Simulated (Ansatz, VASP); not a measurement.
## One calculation of LiTlS2, two programs

```xyz
4
Lattice="4.1465 0.0000 0.0000 0.0000 4.1465 0.0000 0.0000 0.0000 5.8309" Properties=species:S:1:pos:R:3 pbc="T T T"
Li    0.0000    0.0000    0.0000
S     0.0000    2.0733    1.3464
S     2.0733    0.0000    4.4846
Tl    2.0733    2.0733    2.9155
```

Alike in both runs: task single point; functional r2SCAN; k mesh 6 × 6 × 4; no spin polarisation.

|  | VASP | Ansatz |
| --- | --- | --- |
| version | VASP 6.6.1 | Ansatz 0.2.0 |
| potentials or method | VASP PAW PBE potentials, release 64 (Li_sv, S, Tl_d) | plane waves, PAW |
| plane-wave cutoff (eV) | 520 | 500 |
| occupations | gaussian, width 0.01 eV | fixed |
| valence electrons in the cell | 28 | 28 |

|  | VASP | Ansatz | Ansatz less VASP |
| --- | --- | --- | --- |
| gap on the k mesh at the Fermi level (eV) | 1.06 | 1.04 | -0.016 |
| rms of the force components (eV/Å) | 0.106 | 0.107 | +0.0011 |

VASP's potentials were made for PBE, not for r2SCAN.

Neither program's run includes spin-orbit coupling. Noted on VASP's run: the cutoff is short for stress, so the pressure is rough.
